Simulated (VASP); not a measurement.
# GaP (F-43m) in VASP: a series of runs

The runs below take GaP through relaxation of cell and atoms, with LDA.

Everything below comes from runs of VASP 6.6.1. Logs are shortened: lines on timing, memory, paths and dates and some standing lists are left out, and cuts for length are marked.

## Step 1: The cell of the first run

The structure is cubic, space group F-43m (No. 216). Conventional cell: a = 5.391 Å, b = 5.391 Å, c = 5.391 Å, α = 90.00°, β = 90.00°, γ = 90.00°. Ga (site symmetry -43m) has 4 P at 2.33 Å within 3.1 Å. P (site symmetry -43m) has 4 Ga at 2.33 Å within 3.1 Å.

## Step 2: Relaxation of cell and atoms, LDA, target pressure 7 GPa, at which the enthalpy is minimised

Input file INCAR:

```
ALGO     = Normal         # electronic algorithm
EDIFF    = 1E-6           # SCF threshold, eV
EDIFFG   = -0.002         # ionic threshold
ENCUT    = 600            # plane-wave cutoff, eV
IBRION   = 2              # ionic algorithm
ISIF     = 3              # what is computed and relaxed
ISMEAR   = 0              # smearing method
LASPH    = True           # aspherical terms in the spheres
LCHARG   = False          # write CHGCAR
LREAL    = False          # projectors in reciprocal space
LWAVE    = False          # write WAVECAR
NELM     = 80             # most SCF steps
NSW      = 100            # ionic steps
PREC     = Accurate       # precision mode
PSTRESS  = 70.0         
SIGMA    = 0.01           # smearing width, eV
```

Input file KPOINTS:

```
k-points
0
Gamma
  8 8 8
```

Input file POSCAR:

```
GaP
1.0
    2.6956870601      2.6956870601      0.0000000000
   -2.6956870601      2.6956870601      0.0000000000
    0.0000000000      2.6956870601      2.6956870601
Ga P
1 1
Direct
    0.0000000000      0.0000000000      0.0000000000
    0.7500000000      0.2500000000      0.5000000000
```

Potentials or basis: VASP PAW LDA potentials, release 64 (Ga_d, P).

Command:

```bash
> cat potpaw_LDA.64/Ga_d/POTCAR potpaw_LDA.64/P/POTCAR > POTCAR
> mpirun -np 1 vasp_std > vasp.out
```

OUTCAR:

```text
EDIFF = 1E-6
   EDIFFG = -0.002
   ENCUT = 600
   IBRION = 2
   ISIF = 3
   ISMEAR = 0
   LASPH = True
   LREAL = False
   NELM = 80
   NSW = 100
   PREC = Accurate
   PSTRESS = 70.0

 ion  position               nearest neighbor table
   1  0.000  0.000  0.000-   2 2.33   2 2.33   2 2.33   2 2.33
   2  0.750  0.250  0.500-   1 2.33   1 2.33   1 2.33   1 2.33

  LATTYP: Found a face centered cubic cell.
 ALAT       =     5.3913741202

  Lattice vectors:

 A1 = (   0.0000000000,   2.6956870601,   2.6956870601)
 A2 = (   2.6956870601,   0.0000000000,   2.6956870601)
 A3 = (   2.6956870601,   2.6956870601,   0.0000000000)

Analysis of symmetry for initial positions (statically):
=====================================================================
 Subroutine PRICEL returns:
 Original cell was already a primitive cell.

 Routine SETGRP: Setting up the symmetry group for a
 face centered cubic supercell.

 Subroutine GETGRP returns: Found 24 space group operations
 (whereof 24 operations were pure point group operations)
 out of a pool of 48 trial point group operations.

The static configuration has the point symmetry T_d .

Analysis of symmetry for dynamics (positions and initial velocities):
=====================================================================
 Subroutine PRICEL returns:
 Original cell was already a primitive cell.

 Routine SETGRP: Setting up the symmetry group for a
 face centered cubic supercell.

 Subroutine GETGRP returns: Found 24 space group operations
 (whereof 24 operations were pure point group operations)
 out of a pool of 48 trial point group operations.

The dynamic configuration has the point symmetry T_d .

 Subroutine INISYM returns: Found 24 space group operations
 (whereof 24 operations are pure point group operations),
 and found     1 'primitive' translations

----------------------------------------------------------------------------------------

                                     Primitive cell

  volume of cell :      39.1777

  direct lattice vectors                    reciprocal lattice vectors
     2.695687060  2.695687060  0.000000000     0.185481471  0.185481471 -0.185481471
    -2.695687060  2.695687060  0.000000000    -0.185481471  0.185481471 -0.185481471
     0.000000000  2.695687060  2.695687060     0.000000000  0.000000000  0.370962941

  length of vectors
     3.812277200  3.812277200  3.812277200     0.321263331  0.321263331  0.370962941

  position of ions in fractional coordinates (direct lattice)
     0.000000000  0.000000000  0.000000000
     0.750000000  0.250000000  0.500000000

  ion indices of the primitive-cell ions
   primitive index   ion index
                 1           1
                 2           2

----------------------------------------------------------------------------------------

 KPOINTS: k-points

Automatic generation of k-mesh.
 Grid dimensions read from file:
 generate k-points for:    8    8    8

 Generating k-lattice:

  Cartesian coordinates                     Fractional coordinates (reciprocal lattice)
     0.023185184  0.023185184 -0.023185184     0.125000000  0.000000000  0.000000000
    -0.023185184  0.023185184 -0.023185184     0.000000000  0.125000000  0.000000000
     0.000000000  0.000000000  0.046370368     0.000000000  0.000000000  0.125000000

  Length of vectors
     0.040157916  0.040157916  0.046370368

  Shift w.r.t. Gamma in fractional coordinates (k-lattice)
     0.000000000  0.000000000  0.000000000

 Subroutine IBZKPT returns following result:
 ===========================================

 Found     29 irreducible k-points:

 Following reciprocal coordinates:
            Coordinates               Weight
  0.000000  0.000000  0.000000      1.000000
  0.125000  0.000000  0.000000      8.000000
  0.250000  0.000000  0.000000      8.000000
  0.375000  0.000000  0.000000      8.000000
  0.500000  0.000000  0.000000      4.000000
  0.125000  0.125000  0.000000     12.000000
[... 16 lines left out ...]
  0.375000  0.250000  0.125000     48.000000
  0.500000  0.250000  0.125000     24.000000
 [... further k-points ...]
   k-points           NKPTS =     29   k-points in BZ     NKDIM =     29   number of bands    NBANDS=     13
   number of dos      NEDOS =    301   number of ions     NIONS =      2
   total plane-waves  NPLWV =  27000
   dimension x,y,z NGX =    30 NGY =   30 NGZ =   30
   dimension x,y,z NGXF=    60 NGYF=   60 NGZF=   60
   ions per type =               1   1
   NGX,Y,Z   is equivalent  to a cutoff of  13.08, 13.08, 13.08 a.u.
   NGXF,Y,Z  is equivalent  to a cutoff of  26.16, 26.16, 26.16 a.u.
 SYSTEM =  unknown system
   PREC   = accura    normal or accurate (medium, high low for compatibility)
   ISTART =      0    job   : 0-new  1-cont  2-samecut
   ICHARG =      2    charge: 1-file 2-atom 10-const
   ISPIN  =      1    spin polarized calculation?
   LNONCOLLINEAR =      F non collinear calculations
[... 52 lines left out ...]

  energy without entropy =      -10.45081577  energy(sigma->0) =      -10.45081577

------------------------ aborting loop because EDIFF is reached ----------------------------------------

  FORCE on cell =-STRESS in cart. coord.  units (eV):
  Direction    XX          YY          ZZ          XY          YZ          ZX
  --------------------------------------------------------------------------------------
  -------------------------------------------------------------------------------------
  Total        0.0180116      0.0180116      0.0180116     -0.0000000      0.0000000      0.0000000
  in kB        0.7365866      0.7365866      0.7365866     -0.0000000      0.0000000      0.0000000
  external PRESSURE =     -69.2634134 kB  Pullay stress =      70.0000000 kB

 VOLUME and BASIS-vectors are now :
 -----------------------------------------------------------------------------
  energy-cutoff  :      600.00
  volume of cell :       39.18
      direct lattice vectors                 reciprocal lattice vectors
     2.695687060  2.695687060  0.000000000     0.185481471  0.185481471 -0.185481471
    -2.695687060  2.695687060  0.000000000    -0.185481471  0.185481471 -0.185481471
     0.000000000  2.695687060  2.695687060     0.000000000  0.000000000  0.370962941
[... 236 lines left out ...]
  FREE ENERGIE OF THE ION-ELECTRON SYSTEM (eV)
  ---------------------------------------------------
  free  energy   TOTEN  =       -10.3991003729 eV

  energy  without entropy=      -10.3991003729  energy(sigma->0) =      -10.39910037

  enthalpy is  TOTEN    =        -8.7961983039 eV   P V=        1.6029020690

--------------------------------------- Ionic step        8  -------------------------------------------

 number of electron      18.0000009 magnetization

 Free energy of the ion-electron system (eV)
  ---------------------------------------------------
  ext. energy  EPLUGINS =         0.00000000
  ---------------------------------------------------
  free energy    TOTEN  =       -10.39876388 eV

  energy without entropy =      -10.39876388  energy(sigma->0) =      -10.39876388

 E-fermi :   5.6179     XC(G=0): -10.6105

 val. band max:        5.5774551134   @ k =   0.0000   0.0000   0.0000
 cond. band min:       6.8612022022   @ k =   0.5000   0.5000   0.0000
 fundamental gap:      1.2837470887
 Fermi energy:         5.6179461721

 k-point     1 :       0.0000    0.0000    0.0000
  band No.  band energies     occupation
      1      -9.3387      2.00000
      2      -9.3387      2.00000
      3      -9.3387      2.00000
      4      -9.2071      2.00000
      5      -9.2071      2.00000
      6      -7.7184      2.00000
      7       5.5775      2.00000
      8       5.5775      2.00000
      9       5.5775      2.00000
     10       8.0463      0.00000
     11       9.3303      0.00000
     12       9.3303      0.00000
     13       9.3303      0.00000

 k-point     2 :       0.1250    0.0000    0.0000
  band No.  band energies     occupation
      1      -9.3591      2.00000
      2      -9.3323      2.00000
      3      -9.3323      2.00000
      4      -9.2072      2.00000
      5      -9.2072      2.00000
      6      -7.4878      2.00000
      7       3.8744      2.00000
      8       5.3035      2.00000
      9       5.3035      2.00000
     10       8.3871      0.00000
     11       9.7315      0.00000
[... 339 lines left out ...]
 k-point    24 :       0.5000    0.2500    0.1250
  band No.  band energies     occupation
      1      -9.4553      2.00000
      2      -9.2981      2.00000
      3      -9.2809      2.00000
      4      -9.2153      2.00000
      5      -9.1973      2.00000
      6      -4.8225      2.00000
      7      -1.4284      2.00000
      8       1.9642      2.00000
      9       3.3327      2.00000
     10       9.1887      0.00000
     11       9.6822      0.00000
     12      12.2352      0.00000
     13      13.6714      0.00000

 [... further k-points ...]

------------------------ aborting loop because EDIFF is reached ----------------------------------------

  FORCE on cell =-STRESS in cart. coord.  units (eV):
  Direction    XX          YY          ZZ          XY          YZ          ZX
  --------------------------------------------------------------------------------------
  -------------------------------------------------------------------------------------
  Total        1.6049566      1.6049566      1.6049566      0.0000000      0.0000000     -0.0000000
  in kB       70.1044935     70.1044935     70.1044935      0.0000000      0.0000000     -0.0000000
  external PRESSURE =       0.1044935 kB  Pullay stress =      70.0000000 kB

 VOLUME and BASIS-vectors are now :
 -----------------------------------------------------------------------------
  energy-cutoff  :      600.00
  volume of cell :       36.68
      direct lattice vectors                 reciprocal lattice vectors
     2.637136901  2.637136901  0.000000000     0.189599561  0.189599561 -0.189599561
    -2.637136901  2.637136901  0.000000000    -0.189599561  0.189599561 -0.189599561
    -0.000000000  2.637136901  2.637136901    -0.000000000 -0.000000000  0.379199123

 POSITION                                       TOTAL-FORCE (eV/Angst)
 -----------------------------------------------------------------------------------
      0.00000      0.00000      0.00000        -0.000000     -0.000000      0.000000
      1.31857      3.95571      1.31857         0.000000      0.000000      0.000000
 -----------------------------------------------------------------------------------
    total drift:                                0.000000     -0.000000     -0.000000

  FREE ENERGIE OF THE ION-ELECTRON SYSTEM (eV)
  ---------------------------------------------------
  free  energy   TOTEN  =       -10.3987638759 eV

  energy  without entropy=      -10.3987638759  energy(sigma->0) =      -10.39876388

  enthalpy is  TOTEN    =        -8.7961995141 eV   P V=        1.6025643619

 reached required accuracy - stopping structural energy minimisation
```

Run time: 58 s. Hardware: 1 thread of Intel Xeon Platinum 8375C at 2.90GHz (Ice Lake), shared host; peak memory 0.16 GiB.

Results:

```
Free energy                                            : -10.3988 eV
Relaxed volume                                         : 18.34 Å³/atom
Relaxed cell                                           : a = 3.729 Å, b = 3.729 Å, c = 3.729 Å, α = 60.00°, β = 60.00°, γ = 90.00°
Space group after relaxing (to 0.05 Å)                 : F-43m (No. 216)
Energy change on relaxing (the enthalpy is what falls) : +26.0 meV/atom
Ionic steps                                            : 8
Pressure after relaxing                                : 7.0 GPa
Band gap on the k mesh                                 : 1.28 eV, indirect (least direct gap 2.47 eV)
```

Step by step:
| step | energy change (eV) | largest force (eV/Å) | pressure (GPa) | volume (Å³) |
| --- | --- | --- | --- | --- |
| 1 | 0.0000 | 0.0000 | 0.07 | 39.18 |
| 2 | 0.1943 | 0.0000 | 15.10 | 34.57 |
| 3 | 0.0515 | 0.0000 | 6.74 | 36.69 |
| 4 | 0.0547 | 0.0000 | 7.19 | 36.62 |
| 5 | 0.0501 | 0.0000 | 6.82 | 36.73 |
| 6 | 0.0523 | 0.0000 | 7.06 | 36.67 |
| 7 | 0.0517 | 0.0000 | 6.91 | 36.69 |
| 8 | 0.0521 | 0.0000 | 7.01 | 36.68 |

Final structure:
```cif
data_structure
_symmetry_space_group_name_H-M 'P 1'
_symmetry_Int_Tables_number 1
_cell_length_a 3.7295
_cell_length_b 3.7295
_cell_length_c 3.7295
_cell_angle_alpha 60.000
_cell_angle_beta 60.000
_cell_angle_gamma 90.000
_cell_volume 36.68
loop_
_atom_site_label
_atom_site_type_symbol
_atom_site_fract_x
_atom_site_fract_y
_atom_site_fract_z
_atom_site_occupancy
Ga1 Ga 0.00000 0.00000 0.00000 1
P1 P 0.75000 0.25000 0.50000 1
```

Caveat: the cell is relaxed towards a set pressure, so the enthalpy falls and the energy may rise.

## Step 3: Relaxation of cell and atoms, LDA, target pressure 10 GPa, at which the enthalpy is minimised

Input file INCAR:

```
ALGO     = Normal         # electronic algorithm
EDIFF    = 1E-7           # SCF threshold, eV
EDIFFG   = -0.002         # ionic threshold
ENCUT    = 600            # plane-wave cutoff, eV
GGA      = CA             # functional
IBRION   = 2              # ionic algorithm
ISIF     = 3              # what is computed and relaxed
ISMEAR   = 0              # smearing method
LASPH    = True           # aspherical terms in the spheres
LCHARG   = False          # write CHGCAR
LREAL    = False          # projectors in reciprocal space
LWAVE    = False          # write WAVECAR
NELM     = 100            # most SCF steps
NSW      = 100            # ionic steps
PREC     = Accurate       # precision mode
PSTRESS  = 100.0        
SIGMA    = 0.01           # smearing width, eV
```

KPOINTS is that of step 2.

POSCAR is that of step 2.

Potentials or basis: VASP PAW LDA potentials, release 64 (Ga_d, P).

Command:

```bash
> cat potpaw_LDA.64/Ga_d/POTCAR potpaw_LDA.64/P/POTCAR > POTCAR
> mpirun -np 1 vasp_std > vasp.out
```

Wall time 67 s (1 thread of Intel Xeon Platinum 8375C at 2.90GHz (Ice Lake), shared host); peak memory 0.16 GiB.

It converged, with:

| Quantity | Value |
| --- | --- |
| Free energy | -10.3529 eV |
| Relaxed volume | 17.91 Å³/atom |
| Relaxed cell | a = 3.700 Å, b = 3.700 Å, c = 3.700 Å, α = 60.00°, β = 60.00°, γ = 90.00° |
| Space group after relaxing (to 0.05 Å) | F-43m (No. 216) |
| Energy change on relaxing (the enthalpy is what falls) | +48.9 meV/atom |
| Ionic steps | 6 |
| Pressure after relaxing | 10.0 GPa |
| Band gap on the k mesh | 1.23 eV, indirect (least direct gap 2.67 eV) |

The path:
| step | energy change (eV) | largest force (eV/Å) | pressure (GPa) | volume (Å³) |
| --- | --- | --- | --- | --- |
| 1 | 0.0000 | 0.0000 | 0.10 | 39.18 |
| 2 | 0.4205 | 0.0000 | 24.28 | 32.71 |
| 3 | 0.0946 | 0.0000 | 9.80 | 35.87 |
| 4 | 0.0985 | 0.0000 | 10.05 | 35.80 |
| 5 | 0.0968 | 0.0000 | 9.93 | 35.83 |
| 6 | 0.0979 | 0.0000 | 10.00 | 35.81 |

Final structure:
```
CELL_PARAMETERS angstrom
2.61617 2.61617 0.00000
-2.61617 2.61617 0.00000
0.00000 2.61617 2.61617
ATOMIC_POSITIONS crystal
Ga 0.00000 0.00000 0.00000
P 0.75000 0.25000 0.50000
```

Levels at points of the mesh, in eV from the valence-band top:
```tsv
k point	band 6	band 7	band 8	band 9	band 10	band 11	band 12	band 13
(0.00, 0.00, 0.00)	-13.50	0.00	0.00	0.00	2.67	3.74	3.74	3.74
(0.50, 0.00, 0.00)	-10.98	-7.47	-1.32	-1.32	1.90	4.58	4.58	8.24
(0.50, 0.50, 0.00)	-9.90	-7.46	-3.17	-3.17	1.23	1.53	11.38	11.38
```

Caveat: the cell is relaxed towards a set pressure, so the enthalpy falls and the energy may rise.

## Step 4: Relaxation of cell and atoms, LDA, target pressure 15 GPa, at which the enthalpy is minimised

Input file INCAR:

```
PREC = Accurate
ENCUT = 600
EDIFF = 1E-6
ISMEAR = 0
SIGMA = 0.01
LREAL = False
LASPH = True
NELM = 100
ALGO = Normal
ISIF = 3
LWAVE = False
LCHARG = False
GGA = CA
IBRION = 2
NSW = 100
EDIFFG = -0.002
PSTRESS = 150.0
```

Input file KPOINTS:

```
Automatic mesh
0
Gamma
  8 8 8
```

POSCAR is that of step 3.

Command:

```bash
> cat potpaw_LDA.64/Ga_d/POTCAR potpaw_LDA.64/P/POTCAR > POTCAR
> mpirun -np 1 vasp_std > vasp.out
```

Wall time 59 s (1 thread of Intel Xeon Platinum 8375C at 2.90GHz (Ice Lake), shared host); peak memory 0.17 GiB.

The run converged. Its results:

| Property | Result |
| --- | --- |
| Free energy | -10.2567 eV |
| Relaxed volume | 17.29 Å³/atom |
| Relaxed cell | a = 3.657 Å, b = 3.657 Å, c = 3.657 Å, α = 60.00°, β = 60.00°, γ = 90.00° |
| Space group after relaxing (to 0.05 Å) | F-43m (No. 216) |
| Energy change on relaxing (the enthalpy is what falls) | +97.1 meV/atom |
| Ionic steps | 7 |
| Pressure after relaxing | 15.0 GPa |
| Band gap on the k mesh | 1.14 eV, indirect (least direct gap 2.98 eV) |

The path:
```
step  energy change (eV)  largest force (eV/Å)  pressure (GPa)  volume (Å³)
   1              0.0000                0.0000            0.07        39.18
   2              1.0583                0.0000           45.62        29.71
   3              0.1810                0.0000           14.34        34.71
   4              0.1928                0.0000           14.96        34.58
   5              0.2011                0.0000           15.33        34.50
   6              0.1864                0.0000           14.57        34.65
   7              0.1942                0.0000           15.00        34.57
```

Final structure:
```cif
data_structure
_symmetry_space_group_name_H-M 'P 1'
_symmetry_Int_Tables_number 1
_cell_length_a 3.6566
_cell_length_b 3.6566
_cell_length_c 3.6566
_cell_angle_alpha 60.000
_cell_angle_beta 60.000
_cell_angle_gamma 90.000
_cell_volume 34.57
loop_
_atom_site_label
_atom_site_type_symbol
_atom_site_fract_x
_atom_site_fract_y
_atom_site_fract_z
_atom_site_occupancy
Ga1 Ga 0.00000 0.00000 0.00000 1
P1 P 0.75000 0.25000 0.50000 1
```

Levels at points of the mesh, in eV from the valence-band top:
```
           k point  band 7  band 8  band 9  band 10  band 11  band 12
(0.00, 0.00, 0.00)    0.00    0.00    0.00     2.98     3.71     3.71
(0.50, 0.00, 0.00)   -7.71   -1.38   -1.38     2.01     4.55     4.55
(0.50, 0.50, 0.00)   -7.65   -3.31   -3.31     1.14     1.46    11.64
```

Caveat: the cell is relaxed towards a set pressure, so the enthalpy falls and the energy may rise. LDA usually gives volumes a few per cent too small.

## Step 5: The runs side by side

```tsv
cell	gap on the mesh (eV)	pressure (GPa)
relaxed to 7 GPa	1.28	7.0
relaxed to 10 GPa	1.23	10.0
relaxed to 15 GPa	1.14	15.0
```

Alike in all rows: task relaxation of cell and atoms; level LDA; potentials or basis VASP PAW LDA potentials, release 64 (Ga_d, P); no spin polarisation; k mesh 8 × 8 × 8; cutoff (eV) 600; smearing gaussian 0.01 eV.

Caveats: the cell is relaxed towards a set pressure, so the enthalpy falls and the energy may rise.

Absolute energies hang on the potentials; compare differences alone.
